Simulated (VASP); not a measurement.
Set up this calculation in VASP 6.6.1, as the native input.

```yaml
Task: single point
Functional: PBE
Potentials_or_basis: VASP PAW PBE potentials, release 64 (Pd)
Cutoff: 520 eV
k_mesh: 12 × 12 × 1
Occupations: gaussian, width 0.1 eV
Spin: no spin polarisation
Dipole_correction: yes
Further_INCAR_settings: ALGO = Normal; EDIFF = 1e-06; NBANDS = 28
```

The structure of Pd lies in POSCAR:

```
Pd
1.0
    2.7876806238      0.0000000000      0.0000000000
   -1.3938403119      2.4142022378      0.0000000000
    0.0000000000      0.0000000000     23.8283950941
Pd
4
Direct
    0.6666666667      0.3333333333      0.3567172681
    0.3333333333      0.6666666667      0.4522390894
    0.0000000000      0.0000000000      0.5470499033
    0.6666666667      0.3333333333      0.6426623122
```

These files were run (other wordings do the same):

INCAR

```
PREC     = Accurate       # precision mode
ENCUT    = 520            # plane-wave cutoff, eV
EDIFF    = 1E-6           # SCF threshold, eV
ISMEAR   = 0              # smearing method
SIGMA    = 0.1            # smearing width, eV
LREAL    = False          # projectors in reciprocal space
LASPH    = True           # aspherical terms in the spheres
NELM     = 60             # most SCF steps
ALGO     = Normal         # electronic algorithm
ISIF     = 2              # what is computed and relaxed
LWAVE    = False          # write WAVECAR
LCHARG   = False          # write CHGCAR
LDIPOL   = True         
IDIPOL   = 3            
DIPOL    = 0.5 0.5 0.500
GGA      = PE             # functional
NBANDS   = 28             # bands
```

KPOINTS

```
Automatic mesh
0
Gamma
  12 12 1
```

Potentials or basis: VASP PAW PBE potentials, release 64 (Pd).

The run is started by

```bash
$ cat potpaw_PBE.64/Pd/POTCAR > POTCAR
$ mpirun -np 1 vasp_std > vasp.out
```

Results of the run:

The largest force is 0.013 eV/Å and the band gap on the k mesh is zero (band 20 reaches 0.56 eV, above the bottom of band 21 at -0.29 eV).

Wall time 110 s on 1 thread of AMD EPYC 9R45 96-Core Processor (Zen 5) (shared host), peak memory 0.29 GiB.
